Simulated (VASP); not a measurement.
# Ga (C2/c) in VASP: a series of runs

Ga is run at these levels: PBE; tasks: single point.

All numbers are computed with VASP 6.6.1; they aren't measurements. Logs are shortened: lines on timing, memory, paths and dates and some standing lists are left out, and cuts for length are marked.

## (1) The cell of the first run

Symmetry: C2/c, No. 15, monoclinic system. Conventional cell: a = 2.710 Å, b = 7.889 Å, c = 3.264 Å, α = 90.00°, β = 92.02°, γ = 90.00°. Ga (site symmetry 2) has 10 Ga at 2.63 to 3.26 Å within 3.5 Å.

## (2) Single point, PBE (17.43 Å³/atom)

INCAR

```
PREC = Accurate ; ENCUT = 520
EDIFF = 1E-6 ; ISMEAR = -1
SIGMA = 0.03 ; LREAL = False
LASPH = True ; NELM = 60
ALGO = Normal ; ISIF = 2
LWAVE = False ; LCHARG = True
GGA = PE ; LELF = True
LVHAR = True ; NBANDS = 20
```

KPOINTS

```
regular mesh
0
Gamma
  14 14 11
```

POSCAR

```
Ga
1.0
    1.3547675884     -3.9443034667      0.0000000000
    1.3547675884      3.9443034667      0.0000000000
   -0.1150523885      0.0000000000      3.2619531710
Ga
2
Direct
    0.8690000000      0.1310000000      0.2500000000
    0.1310000000      0.8690000000      0.7500000000
```

Potentials or basis: VASP PAW PBE potentials, release 64 (Ga_d).

Command:

```
> cat potpaw_PBE.64/Ga_d/POTCAR > POTCAR
> mpirun -np 1 vasp_std > vasp.out
```

OUTCAR:

```text
PREC = Accurate
   ENCUT = 520
   EDIFF = 1E-6
   ISMEAR = -1
   LREAL = False
   LASPH = True
   NELM = 60
   ISIF = 2
   GGA = PE

 ion  position               nearest neighbor table
   1  0.869  0.131  0.250-   2 2.63   2 2.63   2 2.80   2 2.80   2 2.86   2 2.86
   2  0.131  0.869  0.750-   1 2.63   1 2.63   1 2.80   1 2.80   1 2.86   1 2.86

  LATTYP: Found a base centered monoclinic cell.
 ALAT       =     2.7095351768
 B/A-ratio  =     2.9114244395
 C/A-ratio  =     1.2046278548
 COS(beta)  =    -0.0352490928

  Lattice vectors:

 A1 = (   1.3547675884,  -3.9443034667,   0.0000000000)
 A2 = (   1.3547675884,   3.9443034667,   0.0000000000)
 A3 = (  -0.1150523885,   0.0000000000,   3.2619531710)

Analysis of symmetry for initial positions (statically):
=====================================================================
 Subroutine PRICEL returns:
 Original cell was already a primitive cell.

 Routine SETGRP: Setting up the symmetry group for a
 base centered monoclinic supercell.

 Subroutine GETGRP returns: Found  4 space group operations
 (whereof  2 operations were pure point group operations)
 out of a pool of  4 trial point group operations.

The static configuration has the point symmetry S_2 .
 The point group associated with its full space group is C_2h.

Analysis of symmetry for dynamics (positions and initial velocities):
=====================================================================
 Subroutine PRICEL returns:
 Original cell was already a primitive cell.

 Routine SETGRP: Setting up the symmetry group for a
 base centered monoclinic supercell.

 Subroutine GETGRP returns: Found  4 space group operations
 (whereof  2 operations were pure point group operations)
 out of a pool of  4 trial point group operations.

The dynamic configuration has the point symmetry S_2 .
 The point group associated with its full space group is C_2h.

 Subroutine INISYM returns: Found  4 space group operations
 (whereof  2 operations are pure point group operations),
 and found     1 'primitive' translations

----------------------------------------------------------------------------------------

                                     Primitive cell

  volume of cell :      34.8612

  direct lattice vectors                    reciprocal lattice vectors
     1.354767588 -3.944303467  0.000000000     0.369066993 -0.126765094  0.013017366
     1.354767588  3.944303467  0.000000000     0.369066993  0.126765094  0.013017366
    -0.115052389  0.000000000  3.261953171     0.000000000  0.000000000  0.306564793

  length of vectors
     4.170482593  4.170482593  3.263981547     0.390447546  0.390447546  0.306564793

  position of ions in fractional coordinates (direct lattice)
     0.869000000  0.131000000  0.250000000
     0.131000000  0.869000000  0.750000000

  ion indices of the primitive-cell ions
   primitive index   ion index
                 1           1
                 2           2

----------------------------------------------------------------------------------------

 KPOINTS: regular mesh

Automatic generation of k-mesh.
 Grid dimensions read from file:
 generate k-points for:   14   14   11

 Generating k-lattice:

  Cartesian coordinates                     Fractional coordinates (reciprocal lattice)
     0.026361928 -0.009054650  0.000929812     0.071428571  0.000000000 -0.000000000
     0.026361928  0.009054650  0.000929812     0.000000000  0.071428571 -0.000000000
     0.000000000  0.000000000  0.027869527     0.000000000  0.000000000  0.090909091

  Length of vectors
     0.027889110  0.027889110  0.027869527

  Shift w.r.t. Gamma in fractional coordinates (k-lattice)
     0.000000000  0.000000000  0.000000000

 Subroutine IBZKPT returns following result:
 ===========================================

 Found    582 irreducible k-points:

 Following reciprocal coordinates:
            Coordinates               Weight
  0.000000  0.000000  0.000000      1.000000
  0.071429 -0.000000  0.000000      4.000000
  0.142857  0.000000  0.000000      4.000000
  0.214286  0.000000  0.000000      4.000000
  0.285714 -0.000000  0.000000      4.000000
  0.357143 -0.000000  0.000000      4.000000
[... 16 lines left out ...]
  0.214286  0.142857  0.000000      4.000000
  0.285714  0.142857  0.000000      4.000000
 [... further k-points ...]
   k-points           NKPTS =    582   k-points in BZ     NKDIM =    582   number of bands    NBANDS=     20
   number of dos      NEDOS =    301   number of ions     NIONS =      2
   total plane-waves  NPLWV =  24576
   dimension x,y,z NGX =    32 NGY =   32 NGZ =   24
   dimension x,y,z NGXF=    64 NGYF=   64 NGZF=   48
   ions per type =               2
   NGX,Y,Z   is equivalent  to a cutoff of  12.76, 12.76, 12.22 a.u.
   NGXF,Y,Z  is equivalent  to a cutoff of  25.51, 25.51, 24.45 a.u.
 SYSTEM =  unknown system
   PREC   = accura    normal or accurate (medium, high low for compatibility)
   ISTART =      0    job   : 0-new  1-cont  2-samecut
   ICHARG =      2    charge: 1-file 2-atom 10-const
   ISPIN  =      1    spin polarized calculation?
   LNONCOLLINEAR =      F non collinear calculations
   LSORBIT =      F    spin-orbit coupling
   LASPH  =      T    aspherical Exc in radial PAW
   ENCUT  =  520.0 eV  38.22 Ry    6.18 a.u.   7.75  7.75  6.07*2*pi/ulx,y,z
   NELM   =     60;   NELMIN=  2; NELMDL= -5     # of ELM steps
   EDIFF  = 0.1E-05   stopping-criterion for ELM
   LREAL  =      F    real-space projection
   EDIFFG = 0.1E-04   stopping-criterion for IOM
   NSW    =      0    number of steps for IOM
   IBRION =     -1    ionic relax: 0-MD 1-quasi-New 2-CG
   NFREE  =      0    steps in history (QN), initial steepest desc. (CG)
   ISIF   =      2    stress and relaxation
   ISYM   =      2    0-nonsym 1-usesym 2-fastsym
   POTIM  = 0.5000    time-step for ionic-motion
   TEBEG  =    0.0;   TEEND  =   0.0 temperature during run
   PSTRESS=    0.0 pullay stress
   NELECT =      26.0000    total number of electrons
   NUPDOWN=      -1.0000    fix difference up-down
   EMIN   =  10.00;   EMAX   =-10.00  energy-range for DOS
   EFERMI =   0.00;   METHOD = LEGACY
   ISMEAR =    -1;   SIGMA  =   0.03  broadening in eV -4-tet -1-fermi 0-gaus
   EFERMI_NEDOS =   21; number of points for ismear=-14 and -15
   IALGO  =     38    algorithm
   IMIX   =      4    mixing-type and parameters
     AMIX     =   0.40;   BMIX     =  1.00
     AMIX_MAG =   1.60;   BMIX_MAG =  1.00
  volume/ion in A,a.u.               =      17.43       117.63
  Fermi-wavevector in a.u.,A,eV,Ry     =   1.484630  2.805545 29.988972  2.204127
  Thomas-Fermi vector in A             =   2.598143
   LORBIT       =      0    0 simple, 1 ext, 2 COOP (PROOUT), +10 PAW based schemes
   GGA     = PE    functional components
   LHFCALC =     F    Hartree Fock is set to
   AEXX    =    0.0000 exact exchange contribution
   IVDW    =     0    specifies the selected vdW correction
   LEPSILON=     F    determine dielectric tensor
   LRPA    =     F    only Hartree local field effects (RPA)
 non-spin polarized calculation
  energy-cutoff  :      520.00
  volume of cell :       34.86
 maximum number of plane-waves:       955
   NGX = 15   NGY = 15   NGZ = 13

 number of electron      26.0000015 magnetization

 Free energy of the ion-electron system (eV)
  ---------------------------------------------------
  ext. energy  EPLUGINS =         0.00000000
  ---------------------------------------------------
  free energy    TOTEN  =        -5.71797617 eV

  energy without entropy =       -5.71610725  energy(sigma->0) =       -5.71704171

 E-fermi :   6.2665     XC(G=0): -11.3719

 val. band max:        6.2600260699   @ k =  -0.0714   0.5000   0.3636
 cond. band min:       6.2697192046   @ k =  -0.4286   0.1429   0.0909
 fundamental gap:      0.0096931346
 Fermi energy:         6.2664926187

 k-point     1 :       0.0000    0.0000    0.0000
  band No.  band energies     occupation
      1      -9.0062      2.00000
      2      -9.0008      2.00000
      3      -8.9534      2.00000
      4      -8.9355      2.00000
      5      -8.6094      2.00000
      6      -8.6073      2.00000
[... 12 lines left out ...]
     19      17.5021      0.00000
     20      19.7721      0.00000

 k-point     2 :       0.0714   -0.0000    0.0000
  band No.  band energies     occupation
      1      -9.0014      2.00000
      2      -8.9912      2.00000
      3      -8.9424      2.00000
      4      -8.9104      2.00000
      5      -8.6206      2.00000
      6      -8.6180      2.00000
[... 12 lines left out ...]
     19      17.7823      0.00000
     20      20.5070      0.00000

 k-point     3 :       0.1429    0.0000    0.0000
  band No.  band energies     occupation
      1      -8.9880      2.00000
      2      -8.9676      2.00000
      3      -8.9073      2.00000
      4      -8.8449      2.00000
      5      -8.6533      2.00000
      6      -8.6485      2.00000
[... 12 lines left out ...]
     19      17.9274      0.00000
     20      21.1684      0.00000

 k-point     4 :       0.2143    0.0000    0.0000
  band No.  band energies     occupation
      1      -8.9693      2.00000
      2      -8.9381      2.00000
      3      -8.8575      2.00000
      4      -8.7724      2.00000
      5      -8.6961      2.00000
      6      -8.6798      2.00000
[... 12 lines left out ...]
     19      18.1037      0.00000
     20      22.0067      0.00000

 k-point     5 :       0.2857   -0.0000    0.0000
  band No.  band energies     occupation
      1      -8.9500      2.00000
      2      -8.9097      2.00000
      3      -8.8196      2.00000
      4      -8.7818      2.00000
      5      -8.7481      2.00000
      6      -8.6481      2.00000
[... 12 lines left out ...]
     19      18.3270      0.00000
     20      20.7460      0.00000
[... 353 lines left out ...]
      6      -8.6131      2.00000
[... 12 lines left out ...]
     19      17.6536      0.00000
     20      19.2345      0.00000

 k-point    22 :       0.1429    0.1429    0.0000
  band No.  band energies     occupation
      1      -8.9685      2.00000
      2      -8.9203      2.00000
      3      -8.8250      2.00000
      4      -8.7406      2.00000
      5      -8.7118      2.00000
      6      -8.6844      2.00000
[... 12 lines left out ...]
     19      19.1447      0.00000
     20      21.4832      0.00000

 k-point    23 :       0.2143    0.1429    0.0000
  band No.  band energies     occupation
      1      -8.9581      2.00000
      2      -8.8939      2.00000
      3      -8.8577      2.00000
      4      -8.7500      2.00000
      5      -8.7437      2.00000
      6      -8.7057      2.00000
[... 12 lines left out ...]
     19      19.1876      0.00000
     20      20.4614      0.00000

 k-point    24 :       0.2857    0.1429    0.0000
  band No.  band energies     occupation
      1      -8.9495      2.00000
      2      -8.9023      2.00000
      3      -8.8598      2.00000
      4      -8.7843      2.00000
      5      -8.7522      2.00000
      6      -8.7066      2.00000
[... 12 lines left out ...]
     19      18.2633      0.00000
     20      19.1309      0.00000

 [... further k-points ...]

------------------------ aborting loop because EDIFF is reached ----------------------------------------

  FORCE on cell =-STRESS in cart. coord.  units (eV):
  Direction    XX          YY          ZZ          XY          YZ          ZX
  --------------------------------------------------------------------------------------
  -------------------------------------------------------------------------------------
  Total        1.3110301      1.3445424      1.2076093      0.0000000      0.0000000     -0.0239716
  in kB       60.2532427     61.7934212     55.5001527      0.0000000      0.0000000     -1.1017049
  external PRESSURE =      59.1822722 kB  Pullay stress =       0.0000000 kB

 VOLUME and BASIS-vectors are now :
 -----------------------------------------------------------------------------
  energy-cutoff  :      520.00
  volume of cell :       34.86
      direct lattice vectors                 reciprocal lattice vectors
     1.354767588 -3.944303467  0.000000000     0.369066993 -0.126765094  0.013017366
     1.354767588  3.944303467  0.000000000     0.369066993  0.126765094  0.013017366
    -0.115052389  0.000000000  3.261953171     0.000000000  0.000000000  0.306564793

 POSITION                                       TOTAL-FORCE (eV/Angst)
 -----------------------------------------------------------------------------------
      1.32600     -2.91090      0.81549         0.000000      0.216643     -0.000000
      1.26848      2.91090      2.44646        -0.000000     -0.216643      0.000000
 -----------------------------------------------------------------------------------
    total drift:                                0.000000      0.000000     -0.000000

  FREE ENERGIE OF THE ION-ELECTRON SYSTEM (eV)
  ---------------------------------------------------
  free  energy   TOTEN  =        -5.7179761747 eV

  energy  without entropy=       -5.7161072473  energy(sigma->0) =       -5.71704171
```

Run time: 88 s. Hardware: 1 thread of Intel Xeon 6975P-C (Granite Rapids), shared host; peak memory 0.42 GiB.

What came out:

| Item | Value |
| --- | --- |
| Free energy | -5.7180 eV |
| Pressure | 5.9 GPa |
| Largest force | 0.217 eV/Å |
| Band gap on the k mesh | zero (bands 13 and 14 overlap by 8.38 eV) |

Forces on the atoms (eV/Å):
```
Ga   0.000  0.217  0.000
Ga   0.000 -0.217  0.000
```

Caveat: the cell stands under pressure.

## (3) Single point, PBE (18.17 Å³/atom)

This run uses another cell than the first one, of 18.17 Å³/atom.

INCAR

```
SYSTEM = Ga
PREC = Accurate
ENCUT = 520
EDIFF = 1E-7
ISMEAR = -1
SIGMA = 0.03
LREAL = .FALSE.
LASPH = .TRUE.
NELM = 80
ALGO = Normal
ISIF = 2
LWAVE = .FALSE.
LCHARG = .TRUE.
GGA = PE
LELF = .TRUE.
LVHAR = .TRUE.
NBANDS = 20
```

KPOINTS

```
regular mesh
0
G
  14 14 11
  0 0 0
```

POSCAR

```
Ga
1.0
    1.3737178411     -3.9994756958      0.0000000000
    1.3737178411      3.9994756958      0.0000000000
   -0.1166617212      0.0000000000      3.3075808031
Ga
2
Direct
    0.8690000000      0.1310000000      0.2500000000
    0.1310000000      0.8690000000      0.7500000000
```

Potentials or basis: VASP PAW PBE potentials, release 64 (Ga_d).

Command:

```
> cat potpaw_PBE.64/Ga_d/POTCAR > POTCAR
> mpirun -np 1 vasp_std > vasp.out
```

Wall time 2.2 min (1 thread of Intel Xeon 6975P-C (Granite Rapids), shared host); peak memory 0.44 GiB.

It converged, with:

| Quantity | Value |
| --- | --- |
| Free energy | -5.7603 eV |
| Pressure | 3.1 GPa |
| Largest force | 0.199 eV/Å |
| Band gap on the k mesh | zero (bands 13 and 14 overlap by 8.11 eV) |

Forces in eV/Å, atoms in the order of the input:
```
Ga   0.000  0.199  0.000
Ga   0.000 -0.199  0.000
```

Stress tensor (GPa, compression positive):
```
 3.13  0.00 -0.11
 0.00  3.31  0.00
-0.11  0.00  2.84
```

Levels at points of the mesh, in eV from the Fermi level:
| k point | band 10 | band 11 | band 12 | band 13 | band 14 | band 15 | band 16 | band 17 |
| --- | --- | --- | --- | --- | --- | --- | --- | --- |
| (0.00, 0.00, 0.00) | -14.65 | -11.39 | -2.16 | -1.57 | 1.64 | 5.46 | 9.84 | 10.35 |
| (0.50, 0.00, 0.00) | -14.67 | -6.10 | -5.12 | -1.39 | 0.04 | 5.87 | 6.71 | 8.57 |
| (0.50, 0.50, 0.00) | -14.71 | -9.23 | -8.72 | 4.04 | 4.63 | 5.93 | 6.16 | 7.66 |

Caveat: the cell stands under pressure.

## (4) Single point, PBE

This run uses another cell than the first one, of 18.54 Å³/atom.

INCAR

```
  PREC = Accurate
  ENCUT = 520
  EDIFF = 1E-7
  ISMEAR = -1
  SIGMA = 0.03
  LREAL = F
  LASPH = T
  NELM = 80
  ALGO = Normal
  ISIF = 2
  LWAVE = F
  LCHARG = F
  GGA = PE
  NBANDS = 20
```

KPOINTS

```
regular mesh
0
Gamma
  14 14 11
```

POSCAR

```
Ga
1.0
    1.3830000000     -4.0265000000      0.0000000000
    1.3830000000      4.0265000000      0.0000000000
   -0.1174500000      0.0000000000      3.3299300000
Ga
2
Direct
    0.8690000000      0.1310000000      0.2500000000
    0.1310000000      0.8690000000      0.7500000000
```

Command:

```
> cat potpaw_PBE.64/Ga_d/POTCAR > POTCAR
> mpirun -np 1 vasp_std > vasp.out
```

Wall time 5.3 min (1 thread of AMD EPYC 7R43 (Zen 3), shared host); peak memory 0.4 GiB.

The run converged. Its results:

* Free energy: -5.7717 eV
* Pressure: 1.8 GPa
* Largest force: 0.190 eV/Å
* Band gap on the k mesh: zero (bands 13 and 14 overlap by 7.98 eV)

Forces in eV/Å, atoms in the order of the input:
```
Ga   0.000  0.190  0.000
Ga   0.000 -0.190  0.000
```

Stress tensor (GPa, compression positive):
```
 1.87  0.00 -0.09
 0.00  2.00  0.00
-0.09  0.00  1.63
```

Levels at points of the mesh, in eV from the Fermi level:
```tsv
k point	band 9	band 10	band 11	band 12	band 13	band 14	band 15	band 16	band 17	band 18
(0.00, 0.00, 0.00)	-14.78	-14.64	-11.23	-2.10	-1.63	1.63	5.43	9.69	10.18	10.42
(0.50, 0.00, 0.00)	-14.70	-14.66	-6.06	-5.03	-1.35	0.00	5.78	6.58	8.45	9.28
(0.50, 0.50, 0.00)	-14.74	-14.70	-9.11	-8.60	3.99	4.57	5.81	6.04	7.55	10.95
```

## (5) The runs side by side

```csv
cell,gap on the mesh (eV),pressure (GPa),largest force (eV/Å)
"a = 4.170, b = 4.170, c = 3.264 Å, angles 90.7, 90.7, 142.1°, 2 atoms",none,5.9,0.22
"a = 4.229, b = 4.229, c = 3.310 Å, angles 90.7, 90.7, 142.1°, 2 atoms",none,3.1,0.20
"a = 4.257, b = 4.257, c = 3.332 Å, angles 90.7, 90.7, 142.1°, 2 atoms",none,1.8,0.19
```

Alike in all rows: task single point; level PBE; potentials or basis VASP PAW PBE potentials, release 64 (Ga_d); no spin polarisation; k mesh 14 × 14 × 11; cutoff (eV) 520; smearing fermi-dirac 0.03 eV.

Caveats: the cell stands under pressure (at least some runs).

Total energies depend on the potentials used, so only differences within one code and one set of settings carry meaning.
